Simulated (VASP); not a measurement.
Input of a VASP 6.6.1 run:

The input INCAR:

```
SYSTEM = GaGe
PREC = Accurate
ENCUT = 500
EDIFF = 1E-6
ISMEAR = -1
SIGMA = 0.0589
LREAL = .False.
LASPH = .True.
NELM = 120
ALGO = Normal
ISIF = 2
LWAVE = .False.
LCHARG = .False.
NBANDS = 20
GGA_COMPAT = .False.
```

Contents of KPOINTS:

```
Automatic mesh
0
Gamma
  6 6 6
  0 0 0
```

Contents of POSCAR:

```
GaGe
1.0
    0.0000000000      2.7607140000      2.7607140000
    2.7607140000      0.0000000000      2.7607140000
    2.7607140000      2.7607140000      0.0000000000
Ga Ge
1 1
Direct
    0.0000000000      0.0000000000      0.0000000000
    0.2500000000      0.2500000000      0.2500000000
```

Potentials or basis: VASP PAW LDA potentials, release 64 (Ga_d, Ge_d).

The run is started by

```sh
$ cat potpaw_LDA.64/Ga_d/POTCAR potpaw_LDA.64/Ge_d/POTCAR > POTCAR
$ mpirun -np 1 vasp_std > vasp.out
```

(1) Estimate the pressure.

Results:

(1) 4.7 GPa.
